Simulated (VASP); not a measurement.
The system is Sc3Al.

```
CELL_PARAMETERS angstrom
4.43199 0.00000 0.00000
0.00000 4.43199 0.00000
0.00000 0.00000 4.43199
ATOMIC_POSITIONS crystal
Sc 0.50000 0.00000 0.50000
Sc 0.00000 0.50000 0.50000
Sc 0.50000 0.50000 0.00000
Al 0.00000 0.00000 0.00000
```

Base run:

```yaml
Program: VASP 6.6.1
Functional: PBEsol
Potentials_or_basis: VASP PAW PBE potentials, release 64 (Sc_sv, Al)
Cutoff: 520 eV
k_mesh: 5 × 5 × 5
Occupations: fermi-dirac, width 0.1 eV
Spin: no spin polarisation
```

Its results: band gap on the k mesh zero (bands 18 and 19 overlap by 0.80 eV); pressure -2.2 GPa.

The run is repeated on the same cell with these changes: functional from PBEsol to BLYP; further incar settings from ALGO = Normal; EDIFF = 1e-07; NBANDS = 26 to ALGO = Normal; EDIFF = 1e-06; NBANDS = 26. What comes out?

Band gap on the k mesh zero (bands 18 and 19 overlap by 0.74 eV); pressure 1.5 GPa.

Caveats: the PAW data sets were made with another functional, which shifts forces and pressure a little.
